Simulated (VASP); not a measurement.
# Ag (Fm-3m) in VASP: further runs, part 2 of 2

VASP 6.6.1.

## Step 5: Single point, LDA

Contents of INCAR:

```
  PREC = Accurate
  ENCUT = 520
  EDIFF = 1E-6
  ISMEAR = -1
  SIGMA = 0.1
  LREAL = F
  LASPH = T
  NELM = 100
  ALGO = Normal
  ISIF = 2
  LWAVE = F
  LCHARG = F
  GGA = CA
  NBANDS = 12
```

Contents of KPOINTS:

```
regular mesh
0
Gamma
  20 20 20
```

Contents of POSCAR:

```
Ag
1.0
    0.0000000000      1.9996579419      1.9996579419
    1.9996579419      0.0000000000      1.9996579419
    1.9996579419      1.9996579419      0.0000000000
Ag
1
Direct
    0.0000000000      0.0000000000      0.0000000000
```

Potentials or basis: VASP PAW LDA potentials, release 64 (Ag).

The run is started by

```
> cat potpaw_LDA.64/Ag/POTCAR > POTCAR
> mpirun -np 1 vasp_std > vasp.out
```

OUTCAR:

```text
PREC = Accurate
   ENCUT = 520
   EDIFF = 1E-6
   ISMEAR = -1
   LREAL = F
   LASPH = T
   NELM = 100
   ISIF = 2
   GGA = CA

 ion  position               nearest neighbor table
   1  0.000  0.000  0.000-

  LATTYP: Found a face centered cubic cell.
 ALAT       =     3.9993158838

  Lattice vectors:

 A1 = (   0.0000000000,   1.9996579419,   1.9996579419)
 A2 = (   1.9996579419,   0.0000000000,   1.9996579419)
 A3 = (   1.9996579419,   1.9996579419,   0.0000000000)

Analysis of symmetry for initial positions (statically):
=====================================================================
 Subroutine PRICEL returns:
 Original cell was already a primitive cell.

 Routine SETGRP: Setting up the symmetry group for a
 face centered cubic supercell.

 Subroutine GETGRP returns: Found 48 space group operations
 (whereof 48 operations were pure point group operations)
 out of a pool of 48 trial point group operations.

The static configuration has the point symmetry O_h .

Analysis of symmetry for dynamics (positions and initial velocities):
=====================================================================
 Subroutine PRICEL returns:
 Original cell was already a primitive cell.

 Routine SETGRP: Setting up the symmetry group for a
 face centered cubic supercell.

 Subroutine GETGRP returns: Found 48 space group operations
 (whereof 48 operations were pure point group operations)
 out of a pool of 48 trial point group operations.

The dynamic configuration has the point symmetry O_h .

 Subroutine INISYM returns: Found 48 space group operations
 (whereof 48 operations are pure point group operations),
 and found     1 'primitive' translations

----------------------------------------------------------------------------------------

                                     Primitive cell

  volume of cell :      15.9918

  direct lattice vectors                    reciprocal lattice vectors
     0.000000000  1.999657942  1.999657942    -0.250042765  0.250042765  0.250042765
     1.999657942  0.000000000  1.999657942     0.250042765 -0.250042765  0.250042765
     1.999657942  1.999657942  0.000000000     0.250042765  0.250042765 -0.250042765

  length of vectors
     2.827943382  2.827943382  2.827943382     0.433086772  0.433086772  0.433086772

  position of ions in fractional coordinates (direct lattice)
     0.000000000  0.000000000  0.000000000

  ion indices of the primitive-cell ions
   primitive index   ion index
                 1           1

----------------------------------------------------------------------------------------

 KPOINTS: regular mesh

Automatic generation of k-mesh.
 Grid dimensions read from file:
 generate k-points for:   20   20   20

 Generating k-lattice:

  Cartesian coordinates                     Fractional coordinates (reciprocal lattice)
    -0.012502138  0.012502138  0.012502138     0.050000000  0.000000000  0.000000000
     0.012502138 -0.012502138  0.012502138     0.000000000  0.050000000  0.000000000
     0.012502138  0.012502138 -0.012502138     0.000000000  0.000000000  0.050000000

  Length of vectors
     0.021654339  0.021654339  0.021654339

  Shift w.r.t. Gamma in fractional coordinates (k-lattice)
     0.000000000  0.000000000  0.000000000

 Subroutine IBZKPT returns following result:
 ===========================================

 Found    256 irreducible k-points:

 Following reciprocal coordinates:
            Coordinates               Weight
  0.000000  0.000000  0.000000      1.000000
  0.050000  0.000000  0.000000      8.000000
  0.100000  0.000000  0.000000      8.000000
  0.150000  0.000000  0.000000      8.000000
  0.200000  0.000000  0.000000      8.000000
  0.250000  0.000000  0.000000      8.000000
[... 16 lines left out ...]
 -0.400000  0.050000  0.000000     24.000000
 -0.350000  0.050000  0.000000     24.000000
 [... further k-points ...]
   k-points           NKPTS =    256   k-points in BZ     NKDIM =    256   number of bands    NBANDS=     12
   number of dos      NEDOS =    301   number of ions     NIONS =      1
   total plane-waves  NPLWV =  13824
   dimension x,y,z NGX =    24 NGY =   24 NGZ =   24
   dimension x,y,z NGXF=    48 NGYF=   48 NGZF=   48
   ions per type =               1
   NGX,Y,Z   is equivalent  to a cutoff of  14.11, 14.11, 14.11 a.u.
   NGXF,Y,Z  is equivalent  to a cutoff of  28.22, 28.22, 28.22 a.u.
 SYSTEM =  unknown system
   PREC   = accura    normal or accurate (medium, high low for compatibility)
   ISTART =      0    job   : 0-new  1-cont  2-samecut
   ICHARG =      2    charge: 1-file 2-atom 10-const
   ISPIN  =      1    spin polarized calculation?
   LNONCOLLINEAR =      F non collinear calculations
   LSORBIT =      F    spin-orbit coupling
   LASPH  =      T    aspherical Exc in radial PAW
   ENCUT  =  520.0 eV  38.22 Ry    6.18 a.u.   5.26  5.26  5.26*2*pi/ulx,y,z
   NELM   =    100;   NELMIN=  2; NELMDL= -5     # of ELM steps
   EDIFF  = 0.1E-05   stopping-criterion for ELM
   LREAL  =      F    real-space projection
   EDIFFG = 0.1E-04   stopping-criterion for IOM
   NSW    =      0    number of steps for IOM
   IBRION =     -1    ionic relax: 0-MD 1-quasi-New 2-CG
   NFREE  =      0    steps in history (QN), initial steepest desc. (CG)
   ISIF   =      2    stress and relaxation
   ISYM   =      2    0-nonsym 1-usesym 2-fastsym
   POTIM  = 0.5000    time-step for ionic-motion
   TEBEG  =    0.0;   TEEND  =   0.0 temperature during run
   PSTRESS=    0.0 pullay stress
   NELECT =      11.0000    total number of electrons
   NUPDOWN=      -1.0000    fix difference up-down
   EMIN   =  10.00;   EMAX   =-10.00  energy-range for DOS
   EFERMI =   0.00;   METHOD = LEGACY
   ISMEAR =    -1;   SIGMA  =   0.10  broadening in eV -4-tet -1-fermi 0-gaus
   EFERMI_NEDOS =   21; number of points for ismear=-14 and -15
   IALGO  =     38    algorithm
   IMIX   =      4    mixing-type and parameters
     AMIX     =   0.40;   BMIX     =  1.00
     AMIX_MAG =   1.60;   BMIX_MAG =  1.00
  volume/ion in A,a.u.               =      15.99       107.92
  Fermi-wavevector in a.u.,A,eV,Ry     =   1.445129  2.730898 28.414386  2.088398
  Thomas-Fermi vector in A             =   2.563346
   LORBIT       =      0    0 simple, 1 ext, 2 COOP (PROOUT), +10 PAW based schemes
   GGA     = CA    functional components
   LHFCALC =     F    Hartree Fock is set to
   AEXX    =    0.0000 exact exchange contribution
   IVDW    =     0    specifies the selected vdW correction
   LEPSILON=     F    determine dielectric tensor
   LRPA    =     F    only Hartree local field effects (RPA)
 non-spin polarized calculation
  energy-cutoff  :      520.00
  volume of cell :       15.99
 maximum number of plane-waves:       444
 NGX is ok and might be reduce to    24
   NGX = 11   NGY = 11   NGZ = 11

 number of electron      11.0000002 magnetization

 Free energy of the ion-electron system (eV)
  ---------------------------------------------------
  ext. energy  EPLUGINS =         0.00000000
  ---------------------------------------------------
  free energy    TOTEN  =        -3.78767050 eV

  energy without entropy =       -3.78029739  energy(sigma->0) =       -3.78398394

 E-fermi :   9.0944     XC(G=0): -12.9643

 val. band max:        9.0752092201   @ k =   0.5000   0.3500   0.1500
 cond. band min:       9.1100629529   @ k =   0.5000   0.1000   0.0000
 fundamental gap:      0.0348537328
 Fermi energy:         9.0944414620

 k-point     1 :       0.0000    0.0000    0.0000
  band No.  band energies     occupation
      1       0.7695      2.00000
      2       4.0643      2.00000
      3       4.0643      2.00000
      4       4.0643      2.00000
      5       5.2448      2.00000
      6       5.2448      2.00000
      7      25.2210      0.00000
      8      29.1098      0.00000
      9      29.1098      0.00000
     10      29.1098      0.00000
     11      34.2933      0.00000
     12      35.7296      0.00000
[... 331 lines left out ...]
 k-point    24 :      -0.3500    0.0500    0.0000
  band No.  band energies     occupation
      1       2.4127      2.00000
      2       4.1252      2.00000
      3       4.1719      2.00000
      4       5.5257      2.00000
      5       5.7412      2.00000
      6       6.6677      2.00000
      7      16.2680      0.00000
      8      24.8989      0.00000
      9      27.2166      0.00000
     10      28.8778      0.00000
     11      32.6645      0.00000
     12      32.8260      0.00000

 [... further k-points ...]

------------------------ aborting loop because EDIFF is reached ----------------------------------------

  FORCE on cell =-STRESS in cart. coord.  units (eV):
  Direction    XX          YY          ZZ          XY          YZ          ZX
  --------------------------------------------------------------------------------------
  -------------------------------------------------------------------------------------
  Total        0.0363065      0.0363065      0.0363065     -0.0000000      0.0000000      0.0000000
  in kB        3.6374577      3.6374577      3.6374577     -0.0000000      0.0000000      0.0000000
  external PRESSURE =       3.6374577 kB  Pullay stress =       0.0000000 kB

 VOLUME and BASIS-vectors are now :
 -----------------------------------------------------------------------------
  energy-cutoff  :      520.00
  volume of cell :       15.99
      direct lattice vectors                 reciprocal lattice vectors
     0.000000000  1.999657942  1.999657942    -0.250042765  0.250042765  0.250042765
     1.999657942  0.000000000  1.999657942     0.250042765 -0.250042765  0.250042765
     1.999657942  1.999657942  0.000000000     0.250042765  0.250042765 -0.250042765

 POSITION                                       TOTAL-FORCE (eV/Angst)
 -----------------------------------------------------------------------------------
      0.00000      0.00000      0.00000         0.000000      0.000000     -0.000000
 -----------------------------------------------------------------------------------
    total drift:                               -0.000000      0.000000      0.000000

  FREE ENERGIE OF THE ION-ELECTRON SYSTEM (eV)
  ---------------------------------------------------
  free  energy   TOTEN  =        -3.7876705039 eV

  energy  without entropy=       -3.7802973861  energy(sigma->0) =       -3.78398394
```

Wall time 53 s (1 thread of Intel Xeon 8259CL, shared host); peak memory 0.16 GiB.

What came out:

* Free energy: -3.7877 eV
* Pressure: 0.4 GPa

Levels at points of the mesh, in eV from the Fermi level:
| k point | band 4 | band 5 | band 6 | band 7 | band 8 | band 9 |
| --- | --- | --- | --- | --- | --- | --- |
| (0.00, 0.00, 0.00) | -5.03 | -3.85 | -3.85 | 16.13 | 20.02 | 20.02 |
| (0.50, 0.00, 0.00) | -2.95 | -2.95 | -0.63 | 3.93 | 15.39 | 18.37 |
| (0.50, 0.50, 0.00) | -2.72 | -2.72 | 1.47 | 7.22 | 10.87 | 10.87 |

## Step 6: Summary

| k mesh | smearing | gap on the mesh (eV) | pressure (GPa) |
| --- | --- | --- | --- |
| 13 × 13 × 13 | methfessel-paxton 0.2 eV | none | 0.1 |
| 13 × 13 × 13 | methfessel-paxton 0.6 eV | none | 0.2 |
| 14 × 14 × 14 | fermi-dirac 0.1 eV | none | 0.3 |
| 20 × 20 × 20 | fermi-dirac 0.1 eV | none | 0.4 |

Alike in all rows: task single point; level LDA; potentials or basis VASP PAW LDA potentials, release 64 (Ag); no spin polarisation; cell as given; cutoff (eV) 520.

Every run on the cell as given and a fine mesh finds a metal.

Absolute energies hang on the potentials; compare differences alone.
